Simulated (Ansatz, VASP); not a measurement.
# Two plane-wave programs on SrTiO3

```xyz
5
Lattice="4.2316 0.0000 0.0000 0.0000 3.6412 0.0000 0.0000 0.0000 3.9364" Properties=species:S:1:pos:R:3 pbc="T T T"
Sr    0.0000    0.0000    0.0000
Ti    2.1158    1.8206    1.9682
O     0.0000    1.8206    1.9682
O     2.1158    0.0000    1.9682
O     2.1158    1.8206    0.0000
```

Change from the starting cell: strain +0.0750 x Voigt [1, -1, 0, 0, 0, 0], atoms carried along.

Alike in both runs: task single point; functional PBE; k mesh 8 × 8 × 8; occupations gaussian, width 0.05 eV; no spin polarisation.

|  | VASP | Ansatz |
| --- | --- | --- |
| version | VASP 6.6.1 | Ansatz 0.2.0 |
| potentials or method | VASP PAW PBE potentials, release 64 (Sr_sv, Ti_sv, O), cutoff 520 eV | scalar-relativistic, plane waves, PAW |
| valence electrons in the cell | 40 | 40 |

```tsv
	VASP	Ansatz	Ansatz less VASP
gap on the k mesh at the Fermi level (eV)	1.61	1.64	+0.037
least direct gap on the mesh (eV)	1.98	2.01	+0.028
pressure (GPa)	6.2	5.6	-0.61
traceless stress, the component that is largest in VASP (GPa)	20.73	20.50	-0.231
```

With one functional, cell and mesh, what is left measures potentials, basis and numerics.
